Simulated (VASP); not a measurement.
# Ca2B3 (P-3m1) in VASP: notebook, part 2 of 2

VASP 6.6.1. The steps go on from the part before.

### Step 3. Relaxation of cell and atoms, PBE

This run uses another cell than the first one, of 15.98 Å³/atom.

The input, INCAR:

```
PREC = Accurate ; ENCUT = 600
EDIFF = 1E-7 ; ISMEAR = 0
SIGMA = 0.1 ; LREAL = False
LASPH = True ; NELM = 60
ALGO = Normal ; ISIF = 3
LWAVE = False ; LCHARG = False
GGA = PE ; IBRION = 2
NSW = 100 ; EDIFFG = -0.01
```

The input, KPOINTS:

```
Automatic mesh
0
Gamma
  12 12 6
```

The input, POSCAR:

```
Ca2B3
1.0
    3.2568075586      0.0000000000      0.0000000000
   -1.6284037793      2.8204780809      0.0000000000
    0.0000000000      0.0000000000      8.6979094935
Ca B
2 3
Direct
    0.3333333333      0.6666666667      0.2126279648
    0.6666666667      0.3333333333      0.7873720352
    0.0000000000      0.0000000000      0.0000000000
    0.3333333333      0.6666666667      0.5095597831
    0.6666666667      0.3333333333      0.4904402169
```

Potentials or basis: VASP PAW PBE potentials, release 64 (Ca_sv, B).

On the command line:

```bash
cat potpaw_PBE.64/Ca_sv/POTCAR potpaw_PBE.64/B/POTCAR > POTCAR
mpirun -np 1 vasp_std > vasp.out
```

OUTCAR:

```text
PREC = Accurate
   ENCUT = 600
   EDIFF = 1E-7
   ISMEAR = 0
   LREAL = False
   LASPH = True
   NELM = 60
   ISIF = 3
   GGA = PE
   IBRION = 2
   NSW = 100
   EDIFFG = -0.01

 ion  position               nearest neighbor table
   1  0.333  0.667  0.213-   4 2.58   3 2.64   3 2.64   3 2.64
   2  0.667  0.333  0.787-   5 2.58   3 2.64   3 2.64   3 2.64
   3  0.000  0.000  0.000-   1 2.64   2 2.64   1 2.64   2 2.64   2 2.64   1 2.64
   4  0.333  0.667  0.510-   5 1.89   5 1.89   5 1.89   1 2.58
   5  0.667  0.333  0.490-   4 1.89   4 1.89   4 1.89   2 2.58

  LATTYP: Found a hexagonal cell.
 ALAT       =     3.2568075586
 C/A-ratio  =     2.6706857366

  Lattice vectors:

 A1 = (   3.2568075586,   0.0000000000,   0.0000000000)
 A2 = (  -1.6284037793,   2.8204780809,   0.0000000000)
 A3 = (   0.0000000000,   0.0000000000,   8.6979094935)

Analysis of symmetry for initial positions (statically):
=====================================================================
 Subroutine PRICEL returns:
 Original cell was already a primitive cell.

 Routine SETGRP: Setting up the symmetry group for a
 hexagonal supercell.

 Subroutine GETGRP returns: Found 12 space group operations
 (whereof 12 operations were pure point group operations)
 out of a pool of 24 trial point group operations.

The static configuration has the point symmetry D_3d.

Analysis of symmetry for dynamics (positions and initial velocities):
=====================================================================
 Subroutine PRICEL returns:
 Original cell was already a primitive cell.

 Routine SETGRP: Setting up the symmetry group for a
 hexagonal supercell.

 Subroutine GETGRP returns: Found 12 space group operations
 (whereof 12 operations were pure point group operations)
 out of a pool of 24 trial point group operations.

The dynamic configuration has the point symmetry D_3d.

 Subroutine INISYM returns: Found 12 space group operations
 (whereof 12 operations are pure point group operations),
 and found     1 'primitive' translations

----------------------------------------------------------------------------------------

                                     Primitive cell

  volume of cell :      79.8969

  direct lattice vectors                    reciprocal lattice vectors
     3.256807559  0.000000000  0.000000000     0.307049152  0.177274911  0.000000000
    -1.628403779  2.820478081  0.000000000     0.000000000  0.354549821  0.000000000
     0.000000000  0.000000000  8.697909493     0.000000000  0.000000000  0.114970155

  length of vectors
     3.256807559  3.256807559  8.697909493     0.354549821  0.354549821  0.114970155

  position of ions in fractional coordinates (direct lattice)
     0.333333333  0.666666667  0.212627965
     0.666666667  0.333333333  0.787372035
     0.000000000  0.000000000  0.000000000
     0.333333333  0.666666667  0.509559783
     0.666666667  0.333333333  0.490440217

  ion indices of the primitive-cell ions
   primitive index   ion index
                 1           1
                 2           2
                 3           3
                 4           4
[... 29 lines left out ...]
            Coordinates               Weight
  0.000000  0.000000  0.000000      1.000000
  0.083333  0.000000  0.000000      6.000000
  0.166667  0.000000  0.000000      6.000000
  0.250000  0.000000  0.000000      6.000000
  0.333333  0.000000  0.000000      6.000000
  0.416667  0.000000  0.000000      6.000000
[... 16 lines left out ...]
  0.166667  0.000000  0.166667      6.000000
  0.000000  0.166667  0.166667      6.000000
 [... further k-points ...]
   k-points           NKPTS =    100   k-points in BZ     NKDIM =    100   number of bands    NBANDS=     18
   number of dos      NEDOS =    301   number of ions     NIONS =      5
   total plane-waves  NPLWV =  54880
   dimension x,y,z NGX =    28 NGY =   28 NGZ =   70
   dimension x,y,z NGXF=    56 NGYF=   56 NGZF=  140
   ions per type =               2   3
   NGX,Y,Z   is equivalent  to a cutoff of  14.29, 14.29, 13.38 a.u.
   NGXF,Y,Z  is equivalent  to a cutoff of  28.59, 28.59, 26.76 a.u.
 SYSTEM =  unknown system
   PREC   = accura    normal or accurate (medium, high low for compatibility)
   ISTART =      0    job   : 0-new  1-cont  2-samecut
   ICHARG =      2    charge: 1-file 2-atom 10-const
   ISPIN  =      1    spin polarized calculation?
   LNONCOLLINEAR =      F non collinear calculations
   LSORBIT =      F    spin-orbit coupling
   LASPH  =      T    aspherical Exc in radial PAW
   ENCUT  =  600.0 eV  44.10 Ry    6.64 a.u.   6.50  6.50 17.37*2*pi/ulx,y,z
   NELM   =     60;   NELMIN=  2; NELMDL= -5     # of ELM steps
   EDIFF  = 0.1E-06   stopping-criterion for ELM
   LREAL  =      F    real-space projection
   EDIFFG = -.1E-01   stopping-criterion for IOM
   NSW    =    100    number of steps for IOM
   IBRION =      2    ionic relax: 0-MD 1-quasi-New 2-CG
   NFREE  =      1    steps in history (QN), initial steepest desc. (CG)
   ISIF   =      3    stress and relaxation
   ISYM   =      2    0-nonsym 1-usesym 2-fastsym
   POTIM  = 0.5000    time-step for ionic-motion
   TEBEG  =    0.0;   TEEND  =   0.0 temperature during run
   PSTRESS=    0.0 pullay stress
   NELECT =      29.0000    total number of electrons
   NUPDOWN=      -1.0000    fix difference up-down
   EMIN   =  10.00;   EMAX   =-10.00  energy-range for DOS
   EFERMI =   0.00;   METHOD = LEGACY
   ISMEAR =     0;   SIGMA  =   0.10  broadening in eV -4-tet -1-fermi 0-gaus
   EFERMI_NEDOS =   21; number of points for ismear=-14 and -15
   IALGO  =     38    algorithm
   IMIX   =      4    mixing-type and parameters
     AMIX     =   0.40;   BMIX     =  1.00
     AMIX_MAG =   1.60;   BMIX_MAG =  1.00
  volume/ion in A,a.u.               =      15.98       107.83
  Fermi-wavevector in a.u.,A,eV,Ry     =   1.167789  2.206801 18.554678  1.363730
  Thomas-Fermi vector in A             =   2.304284
   LORBIT       =      0    0 simple, 1 ext, 2 COOP (PROOUT), +10 PAW based schemes
   GGA     = PE    functional components
   LHFCALC =     F    Hartree Fock is set to
   AEXX    =    0.0000 exact exchange contribution
   IVDW    =     0    specifies the selected vdW correction
   LEPSILON=     F    determine dielectric tensor
   LRPA    =     F    only Hartree local field effects (RPA)
 conjugate gradient relaxation of ions
 non-spin polarized calculation
 Gauss-broadening in eV      SIGMA  =   0.10
  energy-cutoff  :      600.00
  volume of cell :       79.90
 maximum number of plane-waves:      2723
 NGX is ok and might be reduce to    28
   NGX = 13   NGY = 13   NGZ = 35

--------------------------------------- Ionic step        1  -------------------------------------------

 number of electron      29.0000000 magnetization

 Free energy of the ion-electron system (eV)
  ---------------------------------------------------
  ext. energy  EPLUGINS =         0.00000000
  ---------------------------------------------------
  free energy    TOTEN  =       -20.74030087 eV

  energy without entropy =      -20.72800820  energy(sigma->0) =      -20.73415454

------------------------ aborting loop because EDIFF is reached ----------------------------------------

  FORCE on cell =-STRESS in cart. coord.  units (eV):
  Direction    XX          YY          ZZ          XY          YZ          ZX
  --------------------------------------------------------------------------------------
  -------------------------------------------------------------------------------------
  Total        0.2436219      0.2436219     -0.4504255      0.0000000      0.0000000      0.0000000
  in kB        4.8853674      4.8853674     -9.0324144      0.0000000      0.0000000      0.0000000
  external PRESSURE =       0.2461068 kB  Pullay stress =       0.0000000 kB
[... 182 lines left out ...]
--------------------------------------- Ionic step        6  -------------------------------------------

 number of electron      29.0000000 magnetization

 Free energy of the ion-electron system (eV)
  ---------------------------------------------------
  ext. energy  EPLUGINS =         0.00000000
  ---------------------------------------------------
  free energy    TOTEN  =       -20.74348815 eV

  energy without entropy =      -20.73242312  energy(sigma->0) =      -20.73795563

 E-fermi :   3.4204     XC(G=0):  -9.8564

 val. band max:        3.4202198216   @ k =  -0.0833   0.5000   0.3333
 cond. band min:       3.4440429070   @ k =   0.4167   0.0833   0.5000
 fundamental gap:      0.0238230855
 Fermi energy:         3.4203513574

 k-point     1 :       0.0000    0.0000    0.0000
  band No.  band energies     occupation
      1     -36.7842      2.00000
      2     -36.7801      2.00000
      3     -17.8448      2.00000
      4     -17.7545      2.00000
      5     -17.5933      2.00000
      6     -17.5933      2.00000
[... 481 lines left out ...]
      5     -17.7559      2.00000
      6     -17.7302      2.00000
[... 10 lines left out ...]
     17       5.8912      0.00000
     18       6.2978      0.00000

 [... further k-points ...]
[... 5 lines left out ...]
  --------------------------------------------------------------------------------------
  -------------------------------------------------------------------------------------
  Total       -0.0033764     -0.0033764      0.0133702      0.0000000      0.0000000     -0.0000000
  in kB       -0.0677217     -0.0677217      0.2681688      0.0000000      0.0000000     -0.0000000
  external PRESSURE =       0.0442418 kB  Pullay stress =       0.0000000 kB
[... 20 lines left out ...]
  FREE ENERGIE OF THE ION-ELECTRON SYSTEM (eV)
  ---------------------------------------------------
  free  energy   TOTEN  =       -20.7434881470 eV

  energy  without entropy=      -20.7324231205  energy(sigma->0) =      -20.73795563

 reached required accuracy - stopping structural energy minimisation
```

OSZICAR:

```text
N       E                     dE             d eps       ncg     rms          rms(c)
DAV:   1     0.242926782619E+03    0.24293E+03   -0.15469E+04  3600   0.168E+03
[... 56 lines left out ...]
DAV:   3    -0.207434785445E+02    0.11653E-03   -0.36578E-04  5540   0.157E-01    0.176E-02
DAV:   4    -0.207434759773E+02    0.25672E-05   -0.13174E-04  6494   0.665E-02    0.135E-02
DAV:   5    -0.207434795350E+02   -0.35576E-05   -0.92608E-06  4226   0.265E-02    0.728E-03
DAV:   6    -0.207434878656E+02   -0.83306E-05   -0.78894E-06  6250   0.132E-02    0.123E-03
DAV:   7    -0.207434877244E+02    0.14112E-06   -0.60324E-07  4022   0.493E-03    0.141E-03
DAV:   8    -0.207434882050E+02   -0.48052E-06   -0.73148E-08  2000   0.255E-03    0.155E-04
DAV:   9    -0.207434881470E+02    0.57952E-07   -0.19977E-08  1856   0.116E-03
   6 F= -.20743488E+02 E0= -.20737956E+02  d E =-.819272E-04
```

Run time: 19 min. Hardware: 1 thread of Intel Xeon 8259CL, shared host; peak memory 0.35 GiB.

What came out:

- Free energy: -20.7435 eV
- Relaxed volume: 15.98 Å³/atom
- Relaxed cell: a = 3.264 Å, b = 3.264 Å, c = 8.659 Å, α = 90.00°, β = 90.00°, γ = 120.00°
- Space group after relaxing (to 0.1 Å): P-3m1 (No. 164)
- Energy gained by relaxing: 0.6 meV/atom
- Ionic steps: 6
- Pressure after relaxing: 0.0 GPa
- Largest force after relaxing: 0.006 eV/Å
- Band gap on the k mesh: zero (an odd number of electrons rules out a gap without spin polarisation)

Forces in eV/Å, atoms in the order of the input:
```
Ca   0.000  0.000  0.004
Ca   0.000  0.000 -0.004
B    0.000  0.000  0.000
B    0.000  0.000 -0.006
B    0.000  0.000  0.006
```

Step by step:
| step | energy change (eV) | largest force (eV/Å) | pressure (GPa) | volume (Å³) |
| --- | --- | --- | --- | --- |
| 1 | 0.0000 | 0.1222 | 0.02 | 79.90 |
| 2 | -0.0026 | 0.0542 | 0.04 | 79.92 |
| 3 | -0.0026 | 0.0524 | 0.04 | 79.93 |
| 4 | -0.0030 | 0.0292 | -0.04 | 79.97 |
| 5 | -0.0031 | 0.0135 | -0.11 | 80.02 |
| 6 | -0.0032 | 0.0057 | 0.00 | 79.88 |

Final structure:
```xyz
5
Lattice="3.2638 0.0000 0.0000 -1.6319 2.8265 0.0000 0.0000 0.0000 8.6589" Properties=species:S:1:pos:R:3 pbc="T T T"
Ca    0.0000    1.8844    1.8550
Ca    1.6319    0.9422    6.8039
B     0.0000    0.0000    8.6589
B     0.0000    1.8844    4.4156
B     1.6319    0.9422    4.2433
```
